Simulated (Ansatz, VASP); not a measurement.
## AlNi3: VASP beside Ansatz

```
Al Ni
1.0
     0.00000    2.75814    2.75814
     2.75814    0.00000    2.75814
     2.75814    2.75814    0.00000
Al Ni
1 3
Cartesian
  2.7581 2.7581 2.7581
  1.3791 1.3791 1.3791
  0.0000 0.0000 0.0000
  4.1372 4.1372 4.1372
```

Alike in both runs: task single point; functional PBE; k mesh 14 × 14 × 14; occupations gaussian, width 0.15 eV; no spin polarisation.

|  | VASP | Ansatz |
| --- | --- | --- |
| version | VASP 6.6.1 | Ansatz 0.2.0 |
| potentials or method | VASP PAW PBE potentials, release 64 (Al, Ni), cutoff 520 eV | scalar-relativistic, plane waves, PAW |
| valence electrons in the cell | 33 | 57 |

Ansatz gave:

* gap on the k mesh at the Fermi level (eV): none
* pressure (GPa): 18.2

Which values does VASP return?

gap on the k mesh at the Fermi level (eV): none; pressure (GPa): 18.1.

A gap of «none» marks a metal or a gap that the smearing closes. VASP's potentials hold 33 valence electrons a cell and Ansatz's 57, so a difference there can come from the potentials and not from the codes.
